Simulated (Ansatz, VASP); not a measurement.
# ZrAs3 in VASP and in Ansatz

```
Zr As
1.0
     4.25179    0.00000    0.00000
     0.00000    4.25179    0.00000
     0.00000    0.00000    4.25179
Zr As
1 3
Cartesian
  0.0000 0.0000 0.0000
  0.0000 2.1259 2.1259
  2.1259 0.0000 2.1259
  2.1259 2.1259 0.0000
```

Alike in both runs: task single point; functional PBE; k mesh 4 × 4 × 4; occupations gaussian, width 0.1 eV; no spin polarisation.

|  | VASP | Ansatz |
| --- | --- | --- |
| version | VASP 6.6.1 | Ansatz 0.2.0 |
| potentials or method | VASP PAW PBE potentials, release 64 (Zr_sv, As), cutoff 520 eV | scalar-relativistic, plane waves, PAW |
| valence electrons in the cell | 27 | 57 |

VASP gave:

```
gap on the k mesh at the Fermi level (eV) : none
pressure (GPa)                            : 0.5
```

Task: What did Ansatz give for the same quantities?

Result: gap on the k mesh at the Fermi level (eV): none; pressure (GPa): 0.3.

A gap of «none» marks a metal or a gap that the smearing closes. VASP's potentials hold 27 valence electrons a cell and Ansatz's 57, so a difference there can come from the potentials and not from the codes.

The k mesh is coarse, so the values compare programs but aren't converged.
